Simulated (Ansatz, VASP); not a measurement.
## Cu3O2 in VASP and in Ansatz

The input INCAR:

```
PREC = Accurate ; ENCUT = 600
EDIFF = 1E-6 ; ISMEAR = -1
SIGMA = 0.05 ; LREAL = F
LASPH = T ; NELM = 60
ALGO = Normal ; ISIF = 3
LWAVE = F ; LCHARG = F
GGA = PS ; IBRION = 2
NSW = 60 ; EDIFFG = -0.01
```

KPOINTS

```
Automatic mesh
0
Gamma
  9 9 9
```

The input POSCAR:

```
Cu3O2
1.0
   -2.0229820000      2.0229820000      3.6736170000
    2.0229820000     -2.0229820000      3.6736170000
    2.0229820000      2.0229820000     -3.6736170000
Cu O
3 2
Direct
    0.0000000000      0.0000000000      0.0000000000
    0.7500000000      0.2500000000      0.5000000000
    0.2500000000      0.7500000000      0.5000000000
    0.5000000000      0.0000000000      0.5000000000
    0.0000000000      0.5000000000      0.5000000000
```

The input input.yaml:

```yaml
crystal:
  lattice:
    - [-2.022982, 2.022982, 3.673617]
    - [2.022982, -2.022982, 3.673617]
    - [2.022982, 2.022982, -3.673617]
  atoms:
    - { symbol: Cu, position: [0.0, 0.0, 0.0] }
    - { symbol: Cu, position: [0.75, 0.25, 0.5] }
    - { symbol: Cu, position: [0.25, 0.75, 0.5] }
    - { symbol: O, position: [0.5, 0.0, 0.5] }
    - { symbol: O, position: [0.0, 0.5, 0.5] }
hamiltonian:
  xc: pbesol
  pseudopotentials: { kind: paw }
kpoints:
  mp_grid: { grid: [9, 9, 9] }
scf:
  occupations: { method: fermi_dirac, width: 0.05 }
output:
  forces: true
  stress: true
  eigenvalues: true
relax:
  f_tol: 0.01
  max_steps: 40
  cell: { stress_tol: 0.05 }
```

Alike in both runs: task relaxation of cell and atoms; functional PBEsol; k mesh 9 × 9 × 9; occupations fermi-dirac, width 0.05 eV; no spin polarisation.

|  | VASP | Ansatz |
| --- | --- | --- |
| version | VASP 6.6.1 | Ansatz 0.2.0 |
| potentials or method | VASP PAW PBE potentials, release 64 (Cu, O) | Ansatz PAW |
| plane-wave cutoff (eV) | 600 | 420 |
| valence electrons in the cell | 45 | 69 |

Ansatz gave:

```
gap on the k mesh at the Fermi level, each at its own relaxed structure (eV) : none
relaxed volume (Å³/atom)                                                     : 11.44
relaxed cell length with the largest relative difference (Å)                 : 4.589
```

Problem. Which values does VASP return?

Solution. gap on the k mesh at the Fermi level, each at its own relaxed structure (eV): none; relaxed volume (Å³/atom): 11.48; relaxed cell length with the largest relative difference (Å): 4.597.

VASP's potentials were made for PBE, not for PBEsol. A gap of «none» marks a metal or a gap that the smearing closes. VASP's potentials hold 45 valence electrons a cell and Ansatz's 69, so a difference there can come from the potentials and not from the codes.

Noted on Ansatz's run: the plane-wave basis is chosen anew once the cell has moved, so the energies of steps on either side of that aren't comparable.
